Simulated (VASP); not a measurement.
# MnNi3 (Pm-3m) in VASP: a series of runs

The runs below take MnNi3 through single point, with LDA.

All numbers are computed with VASP 6.6.1; they aren't measurements. Logs are shortened: lines on timing, memory, paths and dates and some standing lists are left out, and cuts for length are marked.

## 1. The cell of the first run

The structure is cubic, space group Pm-3m (No. 221). The conventional cell has a = 3.410 Å, b = 3.410 Å, c = 3.410 Å, α = 90.00°, β = 90.00°, γ = 90.00°. Within 3.2 Å of Mn (site symmetry m-3m) lie 12 Ni at 2.41 Å. Ni (site symmetry 4/mmm) has 4 Mn at 2.41 Å and 8 Ni at 2.41 Å within 3.2 Å.

## 2. Single point, LDA, collinear spin, ferromagnetic start (volume scaled by 0.960)

Input file INCAR:

```
SYSTEM = MnNi3
PREC = Accurate ; ENCUT = 520
EDIFF = 1E-6 ; ISMEAR = 0
SIGMA = 0.05 ; LREAL = .False.
LASPH = .True. ; NELM = 150
ALGO = Normal ; ISIF = 2
LWAVE = .False. ; LCHARG = .False.
ISPIN = 2 ; MAGMOM = 2.91 0.48 0.48 0.48
LORBIT = 11 ; LMAXMIX = 4
GGA = CA ; NBANDS = 34
```

Input file KPOINTS:

```
Automatic mesh
0
Gamma
  12 12 12
  0 0 0
```

Input file POSCAR:

```
MnNi3
1.0
    3.4095911737      0.0000000000      0.0000000000
    0.0000000000      3.4095911737      0.0000000000
    0.0000000000      0.0000000000      3.4095911737
Mn Ni
1 3
Direct
    0.0000000000      0.0000000000      0.0000000000
    0.0000000000      0.5000000000      0.5000000000
    0.5000000000      0.0000000000      0.5000000000
    0.5000000000      0.5000000000      0.0000000000
```

Potentials or basis: VASP PAW LDA potentials, release 64 (Mn_pv, Ni).

Command:

```bash
$ cat potpaw_LDA.64/Mn_pv/POTCAR potpaw_LDA.64/Ni/POTCAR > POTCAR
$ mpirun -np 1 vasp_std > vasp.out
```

OUTCAR:

```text
SYSTEM = MnNi3
   PREC = Accurate
   ENCUT = 520
   EDIFF = 1E-6
   ISMEAR = 0
   LREAL = .False.
   LASPH = .True.
   NELM = 150
   ISIF = 2
   ISPIN = 2
   LORBIT = 11
   GGA = CA

 ion  position               nearest neighbor table
   1  0.000  0.000  0.000-   2 2.41   3 2.41   4 2.41   2 2.41   3 2.41   2 2.41   4 2.41   2 2.41
                             3 2.41   4 2.41   3 2.41   4 2.41
   2  0.000  0.500  0.500-   1 2.41   3 2.41   4 2.41   1 2.41   4 2.41   1 2.41   3 2.41   1 2.41
                             3 2.41   4 2.41   4 2.41   3 2.41
   3  0.500  0.000  0.500-   1 2.41   2 2.41   4 2.41   1 2.41   4 2.41   2 2.41   4 2.41   4 2.41
                             1 2.41   2 2.41   1 2.41   2 2.41
   4  0.500  0.500  0.000-   1 2.41   2 2.41   3 2.41   2 2.41   3 2.41   1 2.41   3 2.41   3 2.41
                             1 2.41   2 2.41   2 2.41   1 2.41

  LATTYP: Found a simple cubic cell.
 ALAT       =     3.4095911737

  Lattice vectors:

 A1 = (   3.4095911737,   0.0000000000,   0.0000000000)
 A2 = (   0.0000000000,   3.4095911737,   0.0000000000)
 A3 = (   0.0000000000,   0.0000000000,   3.4095911737)

Analysis of symmetry for initial positions (statically):
=====================================================================
 Subroutine PRICEL returns:
 Original cell was already a primitive cell.

 Routine SETGRP: Setting up the symmetry group for a
 simple cubic supercell.

 Subroutine GETGRP returns: Found 48 space group operations
 (whereof 48 operations were pure point group operations)
 out of a pool of 48 trial point group operations.

The static configuration has the point symmetry O_h .

Analysis of symmetry for dynamics (positions and initial velocities):
=====================================================================
 Subroutine PRICEL returns:
 Original cell was already a primitive cell.

 Routine SETGRP: Setting up the symmetry group for a
 simple cubic supercell.

 Subroutine GETGRP returns: Found 48 space group operations
 (whereof 48 operations were pure point group operations)
 out of a pool of 48 trial point group operations.

The dynamic configuration has the point symmetry O_h .

Analysis of structural, dynamic, and magnetic symmetry:
=====================================================================
 Subroutine PRICEL returns:
 Original cell was already a primitive cell.

 Routine SETGRP: Setting up the symmetry group for a
 simple cubic supercell.

 Subroutine GETGRP returns: Found 48 space group operations
 (whereof 48 operations were pure point group operations)
 out of a pool of 48 trial point group operations.

The overall configuration has the point symmetry O_h .

 Subroutine INISYM returns: Found 48 space group operations
 (whereof 48 operations are pure point group operations),
 and found     1 'primitive' translations

----------------------------------------------------------------------------------------

                                     Primitive cell

  volume of cell :      39.6376

  direct lattice vectors                    reciprocal lattice vectors
     3.409591174  0.000000000  0.000000000     0.293290295  0.000000000  0.000000000
     0.000000000  3.409591174  0.000000000     0.000000000  0.293290295  0.000000000
     0.000000000  0.000000000  3.409591174     0.000000000  0.000000000  0.293290295

  length of vectors
     3.409591174  3.409591174  3.409591174     0.293290295  0.293290295  0.293290295

  position of ions in fractional coordinates (direct lattice)
     0.000000000  0.000000000  0.000000000
     0.000000000  0.500000000  0.500000000
     0.500000000  0.000000000  0.500000000
     0.500000000  0.500000000  0.000000000

  ion indices of the primitive-cell ions
   primitive index   ion index
                 1           1
                 2           2
                 3           3
                 4           4

----------------------------------------------------------------------------------------

 KPOINTS: Automatic mesh

Automatic generation of k-mesh.
 Grid dimensions read from file:
 generate k-points for:   12   12   12

 Generating k-lattice:

  Cartesian coordinates                     Fractional coordinates (reciprocal lattice)
     0.024440858  0.000000000  0.000000000     0.083333333  0.000000000  0.000000000
     0.000000000  0.024440858  0.000000000     0.000000000  0.083333333  0.000000000
     0.000000000  0.000000000  0.024440858     0.000000000  0.000000000  0.083333333

  Length of vectors
     0.024440858  0.024440858  0.024440858

  Shift w.r.t. Gamma in fractional coordinates (k-lattice)
     0.000000000  0.000000000  0.000000000

 Subroutine IBZKPT returns following result:
 ===========================================

 Found     84 irreducible k-points:

 Following reciprocal coordinates:
            Coordinates               Weight
  0.000000  0.000000  0.000000      1.000000
  0.083333  0.000000  0.000000      6.000000
  0.166667  0.000000  0.000000      6.000000
  0.250000  0.000000  0.000000      6.000000
  0.333333  0.000000  0.000000      6.000000
  0.416667  0.000000  0.000000      6.000000
[... 16 lines left out ...]
  0.333333  0.333333  0.000000     12.000000
  0.416667  0.333333  0.000000     24.000000
 [... further k-points ...]
   k-points           NKPTS =     84   k-points in BZ     NKDIM =     84   number of bands    NBANDS=     34
   number of dos      NEDOS =    301   number of ions     NIONS =      4
   total plane-waves  NPLWV =  21952
   dimension x,y,z NGX =    28 NGY =   28 NGZ =   28
   dimension x,y,z NGXF=    56 NGYF=   56 NGZF=   56
   ions per type =               1   3
   NGX,Y,Z   is equivalent  to a cutoff of  13.65, 13.65, 13.65 a.u.
   NGXF,Y,Z  is equivalent  to a cutoff of  27.30, 27.30, 27.30 a.u.
 SYSTEM =  MnNi3
   PREC   = accura    normal or accurate (medium, high low for compatibility)
   ISTART =      0    job   : 0-new  1-cont  2-samecut
   ICHARG =      2    charge: 1-file 2-atom 10-const
   ISPIN  =      2    spin polarized calculation?
   LNONCOLLINEAR =      F non collinear calculations
   LSORBIT =      F    spin-orbit coupling
   LASPH  =      T    aspherical Exc in radial PAW
   ENCUT  =  520.0 eV  38.22 Ry    6.18 a.u.   6.34  6.34  6.34*2*pi/ulx,y,z
   NELM   =    150;   NELMIN=  2; NELMDL= -5     # of ELM steps
   EDIFF  = 0.1E-05   stopping-criterion for ELM
   LREAL  =      F    real-space projection
   EDIFFG = 0.1E-04   stopping-criterion for IOM
   NSW    =      0    number of steps for IOM
   IBRION =     -1    ionic relax: 0-MD 1-quasi-New 2-CG
   NFREE  =      0    steps in history (QN), initial steepest desc. (CG)
   ISIF   =      2    stress and relaxation
   ISYM   =      2    0-nonsym 1-usesym 2-fastsym
   POTIM  = 0.5000    time-step for ionic-motion
   TEBEG  =    0.0;   TEEND  =   0.0 temperature during run
   PSTRESS=    0.0 pullay stress
   NELECT =      43.0000    total number of electrons
   NUPDOWN=      -1.0000    fix difference up-down
   EMIN   =  10.00;   EMAX   =-10.00  energy-range for DOS
   EFERMI =   0.00;   METHOD = LEGACY
   ISMEAR =     0;   SIGMA  =   0.05  broadening in eV -4-tet -1-fermi 0-gaus
   EFERMI_NEDOS =   21; number of points for ismear=-14 and -15
   IALGO  =     38    algorithm
   IMIX   =      4    mixing-type and parameters
     AMIX     =   0.40;   BMIX     =  1.00
     AMIX_MAG =   1.60;   BMIX_MAG =  1.00
  volume/ion in A,a.u.               =       9.91        66.87
  Fermi-wavevector in a.u.,A,eV,Ry     =   1.682139  3.178783 38.498954  2.829593
  Thomas-Fermi vector in A             =   2.765572
   LORBIT       =     11    0 simple, 1 ext, 2 COOP (PROOUT), +10 PAW based schemes
   GGA     = CA    functional components
   LHFCALC =     F    Hartree Fock is set to
   AEXX    =    0.0000 exact exchange contribution
   IVDW    =     0    specifies the selected vdW correction
   LEPSILON=     F    determine dielectric tensor
   LRPA    =     F    only Hartree local field effects (RPA)
 spin polarized calculation
 Gauss-broadening in eV      SIGMA  =   0.05
  energy-cutoff  :      520.00
  volume of cell :       39.64
 maximum number of plane-waves:      1081
 NGX is ok and might be reduce to    28
   NGX = 13   NGY = 13   NGZ = 13

 number of electron      42.9999999 magnetization       3.6741571

 Free energy of the ion-electron system (eV)
  ---------------------------------------------------
  ext. energy  EPLUGINS =         0.00000000
  ---------------------------------------------------
  free energy    TOTEN  =       -29.91763647 eV

  energy without entropy =      -29.90929150  energy(sigma->0) =      -29.91346399

 E-fermi :  10.8179     XC(G=0): -14.3422

 val. band max:       10.8175701818   @ k =   0.3333   0.2500   0.1667
 cond. band min:      10.8231327053   @ k =   0.4167   0.4167   0.4167
 fundamental gap:      0.0055625235
 Fermi energy:        10.8178839300

 spin component 1

 k-point     1 :       0.0000    0.0000    0.0000
  band No.  band energies     occupation
      1     -37.9730      1.00000
      2     -37.9730      1.00000
      3     -37.9730      1.00000
      4       1.2143      1.00000
      5       5.1955      1.00000
      6       5.1955      1.00000
[... 853 lines left out ...]
     32      25.0432      0.00000
     33      26.1072      0.00000

 [... further k-points ...]

 spin component 2

 k-point     1 :       0.0000    0.0000    0.0000
  band No.  band energies     occupation
      1     -35.4099      1.00000
      2     -35.4099      1.00000
      3     -35.4099      1.00000
      4       1.3994      1.00000
      5       5.8709      1.00000
      6       5.8709      1.00000
[... 853 lines left out ...]
     32      25.4520      0.00000
     33      26.5114      0.00000

 [... further k-points ...]

 [bands above 33 left out]

------------------------ aborting loop because EDIFF is reached ----------------------------------------

  FORCE on cell =-STRESS in cart. coord.  units (eV):
  Direction    XX          YY          ZZ          XY          YZ          ZX
  --------------------------------------------------------------------------------------
  -------------------------------------------------------------------------------------
  Total        2.4467491      2.4467491      2.4467491     -0.0000000     -0.0000000     -0.0000000
  in kB       98.8992741     98.8992741     98.8992741     -0.0000000     -0.0000000     -0.0000000
  external PRESSURE =      98.8992741 kB  Pullay stress =       0.0000000 kB

 VOLUME and BASIS-vectors are now :
 -----------------------------------------------------------------------------
  energy-cutoff  :      520.00
  volume of cell :       39.64
      direct lattice vectors                 reciprocal lattice vectors
     3.409591174  0.000000000  0.000000000     0.293290295  0.000000000  0.000000000
     0.000000000  3.409591174  0.000000000     0.000000000  0.293290295  0.000000000
     0.000000000  0.000000000  3.409591174     0.000000000  0.000000000  0.293290295

 POSITION                                       TOTAL-FORCE (eV/Angst)
 -----------------------------------------------------------------------------------
      0.00000      0.00000      0.00000         0.000000      0.000000      0.000000
      0.00000      1.70480      1.70480         0.000000      0.000000      0.000000
      1.70480      0.00000      1.70480         0.000000      0.000000      0.000000
      1.70480      1.70480      0.00000         0.000000      0.000000      0.000000
 -----------------------------------------------------------------------------------
    total drift:                                0.000000      0.000000      0.000000

  FREE ENERGIE OF THE ION-ELECTRON SYSTEM (eV)
  ---------------------------------------------------
  free  energy   TOTEN  =       -29.9176364667 eV

  energy  without entropy=      -29.9092915037  energy(sigma->0) =      -29.91346399

 total charge

# of ion       s       p       d       tot
------------------------------------------
    1        0.408   6.373   5.128  11.909
    2        0.567   0.632   8.403   9.602
    3        0.567   0.632   8.403   9.602
    4        0.567   0.632   8.403   9.602
--------------------------------------------------
tot          2.109   8.268  30.338  40.714

 magnetization (x)

# of ion       s       p       d       tot
------------------------------------------
    1        0.009   0.017   2.569   2.594
    2       -0.012  -0.018   0.370   0.339
    3       -0.012  -0.018   0.370   0.339
    4       -0.012  -0.018   0.370   0.339
--------------------------------------------------
tot         -0.028  -0.039   3.679   3.613
```

It took 8.4 min on 1 thread of AMD EPYC 7R13, shared host; peak memory 0.24 GiB.

Results:

```
Free energy                                           : -29.9176 eV
Pressure                                              : 9.9 GPa
Net moment                                            : 3.67 μB per cell
Site moments                                          : Mn +2.59; Ni +0.34 μB
Valence electrons inside the program's atomic spheres : Mn 11.91; Ni 9.60
```

## 3. Single point, LDA, collinear spin, ferromagnetic start (volume scaled by 0.980)

Input file INCAR:

```
PREC = Accurate
ENCUT = 520
EDIFF = 1E-6
ISMEAR = 0
SIGMA = 0.05
LREAL = False
LASPH = True
NELM = 150
ALGO = Normal
ISIF = 2
LWAVE = False
LCHARG = False
ISPIN = 2
MAGMOM = 2.98 0.51 0.51 0.51
LORBIT = 11
LMAXMIX = 4
GGA = CA
NBANDS = 34
```

Input file KPOINTS:

```
Automatic mesh
0
Gamma
  12 12 12
```

Input file POSCAR:

```
MnNi3
1.0
    3.4331063387      0.0000000000      0.0000000000
    0.0000000000      3.4331063387      0.0000000000
    0.0000000000      0.0000000000      3.4331063387
Mn Ni
1 3
Direct
    0.0000000000      0.0000000000      0.0000000000
    0.0000000000      0.5000000000      0.5000000000
    0.5000000000      0.0000000000      0.5000000000
    0.5000000000      0.5000000000      0.0000000000
```

Potentials or basis: VASP PAW LDA potentials, release 64 (Mn_pv, Ni).

Command:

```bash
$ cat potpaw_LDA.64/Mn_pv/POTCAR potpaw_LDA.64/Ni/POTCAR > POTCAR
$ mpirun -np 1 vasp_std > vasp.out
```

Run time: 8.6 min. Hardware: 1 thread of AMD EPYC 7R13, shared host; peak memory 0.24 GiB.

Results (log left out):

* Free energy: -29.9545 eV
* Pressure: 4.3 GPa
* Net moment: 3.78 μB per cell
* Site moments: Mn +2.65; Ni +0.36 μB
* Valence electrons inside the program's atomic spheres: Mn 11.87; Ni 9.56

Levels at points of the mesh, in eV from the Fermi level:
Spin up:
```tsv
k point	band 20	band 21	band 22	band 23	band 24	band 25	band 26	band 27
(0.00, 0.00, 0.00)	0.00	0.00	0.41	0.41	0.41	2.62	2.62	2.62
(0.50, 0.00, 0.00)	-1.21	-0.92	-0.78	-0.50	-0.23	0.40	8.55	8.55
(0.50, 0.50, 0.00)	-1.32	-1.28	-0.91	-0.91	1.28	1.28	1.94	2.05
(0.50, 0.50, 0.50)	-0.29	-0.29	-0.29	0.00	0.00	0.05	0.05	0.05
```
Spin down:
```
           k point  band 17  band 18  band 19  band 20  band 21  band 22  band 23  band 24
(0.00, 0.00, 0.00)     0.26     0.26     0.26     1.59     1.59     2.10     2.10     2.10
(0.50, 0.00, 0.00)    -1.16    -0.99    -0.43     0.26     0.32     0.32     1.08     1.21
(0.50, 0.50, 0.00)    -1.36    -1.36    -1.02    -0.83     0.71     0.71     1.07     1.69
(0.50, 0.50, 0.50)    -0.03    -0.03    -0.03     0.02     0.02     0.02     1.33     1.33
```
